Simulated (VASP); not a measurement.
# Ba (Fm-3m) in VASP: single point with PBE

Aim: the single point of Ba with PBE.

All numbers are computed with VASP 6.6.1; they aren't measurements. Logs are shortened: lines on timing, memory, paths and dates and some standing lists are left out, and cuts for length are marked.

## 1. The cell of the first run

The structure is cubic, space group Fm-3m (No. 225). Conventional cell: a = 6.362 Å, b = 6.362 Å, c = 6.362 Å, α = 90.00°, β = 90.00°, γ = 90.00°. Within 5.9 Å of Ba (site symmetry m-3m) lie 12 Ba at 4.50 Å.

## 2. Single point, PBE

Contents of INCAR:

```
SYSTEM = Ba
PREC     = Accurate       ! precision mode
ENCUT    = 520            ! plane-wave cutoff, eV
EDIFF    = 1E-6           ! SCF threshold, eV
ISMEAR   = -1             ! smearing method
SIGMA    = 0.13605693000000002 ! smearing width, eV
LREAL    = .False.        ! projectors in reciprocal space
LASPH    = .True.         ! aspherical terms in the spheres
NELM     = 100            ! most SCF steps
ALGO     = Normal         ! electronic algorithm
ISIF     = 2              ! what is computed and relaxed
LWAVE    = .False.        ! write WAVECAR
LCHARG   = .False.        ! write CHGCAR
GGA      = PE             ! functional
NBANDS   = 11             ! bands
```

Contents of KPOINTS:

```
Automatic mesh
0
Gamma
  9 9 9
  0 0 0
```

Contents of POSCAR:

```
Ba
1.0
    0.0000000000      3.1810402303      3.1810402303
    3.1810402303      0.0000000000      3.1810402303
    3.1810402303      3.1810402303      0.0000000000
Ba
1
Direct
    0.0000000000      0.0000000000      0.0000000000
```

Potentials or basis: VASP PAW PBE potentials, release 64 (Ba_sv).

Command:

```console
> cat potpaw_PBE.64/Ba_sv/POTCAR > POTCAR
> mpirun -np 1 vasp_std > vasp.out
```

OUTCAR:

```text
SYSTEM = Ba
   PREC = Accurate
   ENCUT = 520
   EDIFF = 1E-6
   ISMEAR = -1
   LREAL = .False.
   LASPH = .True.
   NELM = 100
   ISIF = 2
   GGA = PE

 ion  position               nearest neighbor table
   1  0.000  0.000  0.000-

  LATTYP: Found a face centered cubic cell.
 ALAT       =     6.3620804606

  Lattice vectors:

 A1 = (   0.0000000000,   3.1810402303,   3.1810402303)
 A2 = (   3.1810402303,   0.0000000000,   3.1810402303)
 A3 = (   3.1810402303,   3.1810402303,   0.0000000000)

Analysis of symmetry for initial positions (statically):
=====================================================================
 Subroutine PRICEL returns:
 Original cell was already a primitive cell.

 Routine SETGRP: Setting up the symmetry group for a
 face centered cubic supercell.

 Subroutine GETGRP returns: Found 48 space group operations
 (whereof 48 operations were pure point group operations)
 out of a pool of 48 trial point group operations.

The static configuration has the point symmetry O_h .

Analysis of symmetry for dynamics (positions and initial velocities):
=====================================================================
 Subroutine PRICEL returns:
 Original cell was already a primitive cell.

 Routine SETGRP: Setting up the symmetry group for a
 face centered cubic supercell.

 Subroutine GETGRP returns: Found 48 space group operations
 (whereof 48 operations were pure point group operations)
 out of a pool of 48 trial point group operations.

The dynamic configuration has the point symmetry O_h .

 Subroutine INISYM returns: Found 48 space group operations
 (whereof 48 operations are pure point group operations),
 and found     1 'primitive' translations

----------------------------------------------------------------------------------------

                                     Primitive cell

  volume of cell :      64.3780

  direct lattice vectors                    reciprocal lattice vectors
     0.000000000  3.181040230  3.181040230    -0.157181288  0.157181288  0.157181288
     3.181040230  0.000000000  3.181040230     0.157181288 -0.157181288  0.157181288
     3.181040230  3.181040230  0.000000000     0.157181288  0.157181288 -0.157181288

  length of vectors
     4.498670236  4.498670236  4.498670236     0.272245977  0.272245977  0.272245977

  position of ions in fractional coordinates (direct lattice)
     0.000000000  0.000000000  0.000000000

  ion indices of the primitive-cell ions
   primitive index   ion index
                 1           1

----------------------------------------------------------------------------------------

 KPOINTS: Automatic mesh

Automatic generation of k-mesh.
 Grid dimensions read from file:
 generate k-points for:    9    9    9

 Generating k-lattice:

  Cartesian coordinates                     Fractional coordinates (reciprocal lattice)
    -0.017464588  0.017464588  0.017464588     0.111111111  0.000000000  0.000000000
     0.017464588 -0.017464588  0.017464588     0.000000000  0.111111111  0.000000000
     0.017464588  0.017464588 -0.017464588     0.000000000  0.000000000  0.111111111

  Length of vectors
     0.030249553  0.030249553  0.030249553

  Shift w.r.t. Gamma in fractional coordinates (k-lattice)
     0.000000000  0.000000000  0.000000000

 Subroutine IBZKPT returns following result:
 ===========================================

 Found     35 irreducible k-points:

 Following reciprocal coordinates:
            Coordinates               Weight
  0.000000  0.000000  0.000000      1.000000
  0.111111  0.000000  0.000000      8.000000
  0.222222  0.000000  0.000000      8.000000
  0.333333  0.000000  0.000000      8.000000
  0.444444  0.000000  0.000000      8.000000
  0.111111  0.111111  0.000000      6.000000
[... 16 lines left out ...]
 -0.333333  0.333333  0.000000     12.000000
  0.444444  0.444444  0.000000      6.000000
 [... further k-points ...]
   k-points           NKPTS =     35   k-points in BZ     NKDIM =     35   number of bands    NBANDS=     11
   number of dos      NEDOS =    301   number of ions     NIONS =      1
   total plane-waves  NPLWV =  46656
   dimension x,y,z NGX =    36 NGY =   36 NGZ =   36
   dimension x,y,z NGXF=    72 NGYF=   72 NGZF=   72
   ions per type =               1
   NGX,Y,Z   is equivalent  to a cutoff of  13.30, 13.30, 13.30 a.u.
   NGXF,Y,Z  is equivalent  to a cutoff of  26.61, 26.61, 26.61 a.u.
 SYSTEM =  Ba
   PREC   = accura    normal or accurate (medium, high low for compatibility)
   ISTART =      0    job   : 0-new  1-cont  2-samecut
   ICHARG =      2    charge: 1-file 2-atom 10-const
   ISPIN  =      1    spin polarized calculation?
   LNONCOLLINEAR =      F non collinear calculations
   LSORBIT =      F    spin-orbit coupling
   LASPH  =      T    aspherical Exc in radial PAW
   ENCUT  =  520.0 eV  38.22 Ry    6.18 a.u.   8.36  8.36  8.36*2*pi/ulx,y,z
   NELM   =    100;   NELMIN=  2; NELMDL= -5     # of ELM steps
   EDIFF  = 0.1E-05   stopping-criterion for ELM
   LREAL  =      F    real-space projection
   EDIFFG = 0.1E-04   stopping-criterion for IOM
   NSW    =      0    number of steps for IOM
   IBRION =     -1    ionic relax: 0-MD 1-quasi-New 2-CG
   NFREE  =      0    steps in history (QN), initial steepest desc. (CG)
   ISIF   =      2    stress and relaxation
   ISYM   =      2    0-nonsym 1-usesym 2-fastsym
   POTIM  = 0.5000    time-step for ionic-motion
   TEBEG  =    0.0;   TEEND  =   0.0 temperature during run
   PSTRESS=    0.0 pullay stress
   NELECT =      10.0000    total number of electrons
   NUPDOWN=      -1.0000    fix difference up-down
   EMIN   =  10.00;   EMAX   =-10.00  energy-range for DOS
   EFERMI =   0.00;   METHOD = LEGACY
   ISMEAR =    -1;   SIGMA  =   0.14  broadening in eV -4-tet -1-fermi 0-gaus
   EFERMI_NEDOS =   21; number of points for ismear=-14 and -15
   IALGO  =     38    algorithm
   IMIX   =      4    mixing-type and parameters
     AMIX     =   0.40;   BMIX     =  1.00
     AMIX_MAG =   1.60;   BMIX_MAG =  1.00
  volume/ion in A,a.u.               =      64.38       434.44
  Fermi-wavevector in a.u.,A,eV,Ry     =   0.880026  1.663009 10.536982  0.774446
  Thomas-Fermi vector in A             =   2.000330
   LORBIT       =      0    0 simple, 1 ext, 2 COOP (PROOUT), +10 PAW based schemes
   GGA     = PE    functional components
   LHFCALC =     F    Hartree Fock is set to
   AEXX    =    0.0000 exact exchange contribution
   IVDW    =     0    specifies the selected vdW correction
   LEPSILON=     F    determine dielectric tensor
   LRPA    =     F    only Hartree local field effects (RPA)
 non-spin polarized calculation
  energy-cutoff  :      520.00
  volume of cell :       64.38
 maximum number of plane-waves:      1759
 NGX is ok and might be reduce to    36
   NGX = 17   NGY = 17   NGZ = 17

 number of electron      10.0000001 magnetization

 Free energy of the ion-electron system (eV)
  ---------------------------------------------------
  ext. energy  EPLUGINS =         0.00000000
  ---------------------------------------------------
  free energy    TOTEN  =        -1.94308198 eV

  energy without entropy =       -1.83702079  energy(sigma->0) =       -1.89005139

 E-fermi :   1.6087     XC(G=0):  -7.3371

 val. band max:        1.5466628667   @ k =  -0.4444   0.4444   0.0000
 cond. band min:       1.6440196777   @ k =  -0.3333   0.3333   0.0000
 fundamental gap:      0.0973568110
 Fermi energy:         1.6086823525

 k-point     1 :       0.0000    0.0000    0.0000
  band No.  band energies     occupation
      1     -27.3128      2.00000
      2     -12.2804      2.00000
      3     -12.2804      2.00000
      4     -12.2804      2.00000
      5      -1.1653      2.00000
      6       3.3661      0.00000
      7       3.3661      0.00000
      8       3.3661      0.00000
      9       4.8936      0.00000
     10       4.8936      0.00000
     11       7.5581      0.00000

 k-point     2 :       0.1111    0.0000    0.0000
  band No.  band energies     occupation
      1     -27.3086      2.00000
      2     -12.3337      2.00000
      3     -12.2871      2.00000
      4     -12.2871      2.00000
      5      -0.9544      2.00000
      6       3.1173      0.00003
      7       3.4628      0.00000
      8       3.4628      0.00000
      9       4.7684      0.00000
     10       4.7684      0.00000
     11       8.0412      0.00000

 k-point     3 :       0.2222    0.0000    0.0000
  band No.  band energies     occupation
      1     -27.2978      2.00000
      2     -12.4648      2.00000
      3     -12.3041      2.00000
      4     -12.3041      2.00000
      5      -0.3963      2.00000
      6       2.6784      0.00077
      7       3.5583      0.00000
      8       3.5583      0.00000
      9       4.7552      0.00000
     10       4.7552      0.00000
     11       7.8673      0.00000

 k-point     4 :       0.3333    0.0000    0.0000
  band No.  band energies     occupation
      1     -27.2855      2.00000
      2     -12.6075      2.00000
      3     -12.3232      2.00000
      4     -12.3232      2.00000
      5       0.2570      1.99990
      6       2.4521      0.00406
      7       3.4012      0.00000
      8       3.4012      0.00000
      9       5.2799      0.00000
     10       5.2799      0.00000
     11       7.2970      0.00000

 k-point     5 :       0.4444    0.0000    0.0000
  band No.  band energies     occupation
      1     -27.2775      2.00000
      2     -12.6974      2.00000
      3     -12.3355      2.00000
      4     -12.3355      2.00000
      5       0.6246      1.99856
      6       2.5646      0.00178
      7       3.2455      0.00001
      8       3.2455      0.00001
      9       5.9341      0.00000
     10       5.9341      0.00000
     11       7.2139      0.00000
[... 211 lines left out ...]
 k-point    21 :       0.4444    0.3333    0.0000
  band No.  band energies     occupation
      1     -27.2698      2.00000
      2     -12.6353      2.00000
      3     -12.4331      2.00000
      4     -12.4108      2.00000
      5       0.9062      1.98862
      6       1.6844      0.72856
      7       2.9913      0.00008
      8       4.9573      0.00000
      9       5.6273      0.00000
     10       6.1484      0.00000
     11       7.7250      0.00000

 k-point    22 :      -0.4444    0.3333    0.0000
  band No.  band energies     occupation
      1     -27.2662      2.00000
      2     -12.6308      2.00000
      3     -12.4978      2.00000
      4     -12.4048      2.00000
      5       1.2488      1.86744
      6       1.7600      0.49482
      7       2.8866      0.00017
      8       4.6637      0.00000
      9       5.9775      0.00000
     10       6.0450      0.00000
     11       7.1964      0.00000

 k-point    23 :      -0.3333    0.3333    0.0000
  band No.  band energies     occupation
      1     -27.2674      2.00000
      2     -12.5706      2.00000
      3     -12.5672      2.00000
      4     -12.3813      2.00000
      5       1.6440      0.87086
      6       1.7804      0.44126
      7       2.6069      0.00130
      8       4.2878      0.00000
      9       5.4432      0.00000
     10       5.7465      0.00000
     11       8.4098      0.00000

 k-point    24 :       0.4444    0.4444    0.0000
  band No.  band energies     occupation
      1     -27.2659      2.00000
      2     -12.6713      2.00000
      3     -12.4298      2.00000
      4     -12.4298      2.00000
      5       0.8196      1.99396
      6       1.4971      1.38854
      7       3.4537      0.00000
      8       5.9910      0.00000
      9       5.9910      0.00000
     10       6.0256      0.00000
     11       7.6458      0.00000

 [... further k-points ...]
[... 5 lines left out ...]
  --------------------------------------------------------------------------------------
  -------------------------------------------------------------------------------------
  Total        0.0206512      0.0206512      0.0206512      0.0000000      0.0000000      0.0000000
  in kB        0.5139482      0.5139482      0.5139482      0.0000000      0.0000000      0.0000000
  external PRESSURE =       0.5139482 kB  Pullay stress =       0.0000000 kB

 VOLUME and BASIS-vectors are now :
 -----------------------------------------------------------------------------
  energy-cutoff  :      520.00
  volume of cell :       64.38
      direct lattice vectors                 reciprocal lattice vectors
     0.000000000  3.181040230  3.181040230    -0.157181288  0.157181288  0.157181288
     3.181040230  0.000000000  3.181040230     0.157181288 -0.157181288  0.157181288
     3.181040230  3.181040230  0.000000000     0.157181288  0.157181288 -0.157181288

 POSITION                                       TOTAL-FORCE (eV/Angst)
 -----------------------------------------------------------------------------------
      0.00000      0.00000      0.00000        -0.000000      0.000000      0.000000
 -----------------------------------------------------------------------------------
    total drift:                               -0.000000      0.000000      0.000000

  FREE ENERGIE OF THE ION-ELECTRON SYSTEM (eV)
  ---------------------------------------------------
  free  energy   TOTEN  =        -1.9430819836 eV

  energy  without entropy=       -1.8370207927  energy(sigma->0) =       -1.89005139
```

Wall time 17 s (1 thread of Intel Xeon 6975P-C, shared host); peak memory 0.2 GiB.

Results:

- Free energy: -1.9431 eV
- Pressure: 0.1 GPa
- Band gap on the k mesh: zero (band 5 reaches 1.71 eV, above the bottom of band 6 at 1.50 eV)

Levels at points of the mesh, in eV from the Fermi level:
| k point | band 2 | band 3 | band 4 | band 5 | band 6 | band 7 | band 8 | band 9 |
| --- | --- | --- | --- | --- | --- | --- | --- | --- |
| (0.00, 0.00, 0.00) | -13.89 | -13.89 | -13.89 | -2.77 | 1.76 | 1.76 | 1.76 | 3.28 |

Caveat: spin-orbit coupling is left out, which moves the levels of the heavy elements.
